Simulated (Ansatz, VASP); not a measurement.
Given: the input of a run of VASP 6.6.1 on Ge3Pd.

The input INCAR:

```
PREC = Accurate
ENCUT = 520
EDIFF = 1E-6
ISMEAR = -1
SIGMA = 0.05
LREAL = False
LASPH = True
NELM = 100
ALGO = Normal
ISIF = 2
LWAVE = False
LCHARG = False
GGA = PE
NBANDS = 34
```

File KPOINTS:

```
Automatic mesh
0
Gamma
  7 7 7
```

File POSCAR:

```
Ge3Pd
1.0
    4.1142233503      0.0000000000      0.0000000000
    0.0000000000      4.1142233503      0.0000000000
    0.0000000000      0.0000000000      4.1142233503
Pd Ge
1 3
Direct
    0.0000000000      0.0000000000      0.0000000000
    0.5000000000      0.5000000000      0.0000000000
    0.5000000000      0.0000000000      0.5000000000
    0.0000000000      0.5000000000      0.5000000000
```

Potentials or basis: VASP PAW PBE potentials, release 64 (Pd, Ge_d).

Command:

```bash
$ cat potpaw_PBE.64/Pd/POTCAR potpaw_PBE.64/Ge_d/POTCAR > POTCAR
$ mpirun -np 1 vasp_std > vasp.out
```

Translate it to Ansatz 0.2.0. Potentials there: Ansatz PAW.

As run (the cutoff follows the program's own potentials):

File input.yaml:

```yaml
crystal:
  lattice:
    - [4.1142233503, 0.0, 0.0]
    - [0.0, 4.1142233503, 0.0]
    - [0.0, 0.0, 4.1142233503]
  atoms:
    - { symbol: Pd, position: [0.0, 0.0, 0.0] }
    - { symbol: Ge, position: [0.5, 0.5, 0.0] }
    - { symbol: Ge, position: [0.5, 0.0, 0.5] }
    - { symbol: Ge, position: [0.0, 0.5, 0.5] }
hamiltonian:
  xc: pbe
  pseudopotentials: { kind: paw }
kpoints:
  mp_grid: { grid: [7, 7, 7] }
scf:
  occupations: { method: fermi_dirac, width: 0.05 }
output:
  forces: true
  stress: true
  eigenvalues: true
```

Potentials or basis: Ansatz PAW.

The run is started by

```bash
$ ansatz run input.yaml --threads 2 --pin off --max-ram 5120MiB --backend cpu --events-out ev --progress --plain --runs-dir out
```

Both were run:

|  | VASP | Ansatz | Ansatz less VASP |
| --- | --- | --- | --- |
| gap on the k mesh at the Fermi level (eV) | none | none | - |
| pressure (GPa) | 1.7 | 1.7 | -0.02 |

A gap of «none» marks a metal or a gap that the smearing closes. VASP's potentials hold 52 valence electrons a cell and Ansatz's 60, so a difference there can come from the potentials and not from the codes.
